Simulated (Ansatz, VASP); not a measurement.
## One calculation of ScB, two programs

POSCAR

```
ScB
1.0
    0.0000000000      2.4328393772      2.4328393772
    2.4328393772      0.0000000000      2.4328393772
    2.4328393772      2.4328393772      0.0000000000
Sc B
1 1
Direct
    0.0000000000      0.0000000000      0.0000000000
    0.7500000000      0.7500000000      0.7500000000
```

Contents of INCAR.step1:

```
SYSTEM = ScB
ALGO     = Normal         ! electronic algorithm
EDIFF    = 1E-4           ! SCF threshold, eV
ENCUT    = 600            ! plane-wave cutoff, eV
GGA      = PE             ! functional
ISMEAR   = 0              ! smearing method
LASPH    = .True.         ! aspherical terms in the spheres
LCHARG   = .False.        ! write CHGCAR
LREAL    = .False.        ! projectors in reciprocal space
LWAVE    = .True.         ! write WAVECAR
NELM     = 80             ! most SCF steps
PREC     = Accurate       ! precision mode
SIGMA    = 0.1            ! smearing width, eV
```

Contents of INCAR.step2:

```
SYSTEM = ScB
ALGO     = Normal         ! electronic algorithm
EDIFF    = 1E-7           ! SCF threshold, eV
EDIFFG   = -0.04          ! ionic threshold
ENCUT    = 600            ! plane-wave cutoff, eV
IBRION   = 2              ! ionic algorithm
ISIF     = 3              ! what is computed and relaxed
ISMEAR   = 0              ! smearing method
ISTART   = 1            
LASPH    = .True.         ! aspherical terms in the spheres
LCHARG   = .False.        ! write CHGCAR
LMIXTAU  = .True.       
LREAL    = .False.        ! projectors in reciprocal space
LWAVE    = .False.        ! write WAVECAR
METAGGA  = R2SCAN         ! meta-GGA
NELM     = 80             ! most SCF steps
NSW      = 90             ! ionic steps
PREC     = Accurate       ! precision mode
SIGMA    = 0.1            ! smearing width, eV
```

KPOINTS

```
k-points
0
Gamma
  6 6 6
  0 0 0
```

Input for Ansatz:

```yaml
crystal:
  lattice:
    - [0.0, 2.4328393772, 2.4328393772]
    - [2.4328393772, 0.0, 2.4328393772]
    - [2.4328393772, 2.4328393772, 0.0]
  atoms:
    - { symbol: Sc, position: [0.0, 0.0, 0.0] }
    - { symbol: B, position: [0.75, 0.75, 0.75] }
basis:
  ecutwfc: 500
kpoints:
  mp_grid: { grid: [6, 6, 6] }
hamiltonian:
  xc: r2scan
scf:
  occupations: { method: gaussian, width: 0.1 }
  lower_state_search: "off"
output:
  forces: true
  stress: true
  eigenvalues: true
relax:
  adjacent_minimum: "off"
  f_tol: 0.04
  max_steps: 70
  cell: { stress_tol: 0.4 }
```

Alike in both runs: task relaxation of cell and atoms; functional r2SCAN; k mesh 6 × 6 × 6; occupations gaussian, width 0.1 eV; no spin polarisation.

|  | VASP | Ansatz |
| --- | --- | --- |
| version | VASP 6.6.1 | Ansatz 0.2.0 |
| potentials or method | VASP PAW PBE potentials, release 64 (Sc_sv, B), cutoff 600 eV | scalar-relativistic, plane waves, PAW |
| valence electrons in the cell | 14 | 14 |

|  | VASP | Ansatz | Ansatz less VASP |
| --- | --- | --- | --- |
| gap on the k mesh at the Fermi level, each at its own relaxed structure (eV) | none | none | - |
| relaxed volume (Å³/atom) | 19.48 | 19.48 | -0.002 |
| relaxed cell length with the largest relative difference (Å) | 3.805 | 3.805 | -0.0001 |

VASP's potentials were made for PBE, not for r2SCAN. A gap of «none» marks a metal or a gap that the smearing closes.

The k mesh is coarse, so the values compare programs but aren't converged. Noted on VASP's run: the volume moved by over 15 % at a fixed basis, so the end points are rough.
